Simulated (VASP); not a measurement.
Write the native input for VASP 6.6.1 that does the following.

```yaml
Task: single point
Functional: PBE
Potentials_or_basis: VASP PAW PBE potentials, release 64 (Ba_sv, Te)
Cutoff: 520 eV
k_mesh: 7 × 7 × 7
Occupations: fermi-dirac, width 0.05 eV
Spin: no spin polarisation
Dipole_correction: no
Further_INCAR_settings: ALGO = Normal; EDIFF = 1e-07; NBANDS = 15
```

The structure of BaTe lies in POSCAR:

```
BaTe
1.0
    0.0000000000      3.3871134044      3.3871134044
    3.3871134044      0.0000000000      3.3871134044
    3.3871134044      3.3871134044      0.0000000000
Ba Te
1 1
Direct
    0.0000000000      0.0000000000      0.0000000000
    0.5000000000      0.5000000000      0.5000000000
```

The input as run:

INCAR

```
SYSTEM = BaTe
PREC = Accurate ; ENCUT = 520
EDIFF = 1E-7 ; ISMEAR = -1
SIGMA = 0.05 ; LREAL = .False.
LASPH = .True. ; NELM = 60
ALGO = Normal ; ISIF = 2
LWAVE = .False. ; LCHARG = .False.
GGA = PE ; NBANDS = 15
```

KPOINTS

```
regular mesh
0
Gamma
  7 7 7
  0 0 0
```

Potentials or basis: VASP PAW PBE potentials, release 64 (Ba_sv, Te).

Command:

```bash
$ cat potpaw_PBE.64/Ba_sv/POTCAR potpaw_PBE.64/Te/POTCAR > POTCAR
$ mpirun -np 1 vasp_std > vasp.out
```

Results of the run:

```yaml
Pressure: 5.2 GPa
Band_gap_on_the_k_mesh: 1.33 eV, indirect (least direct gap 1.71 eV)
```

Caveat: spin-orbit coupling is left out, which moves the levels of the heavy elements.

It took 21 s on 1 thread of AMD EPYC 7R43 64-Core Processor (Zen 3) (shared host), peak memory 0.18 GiB.
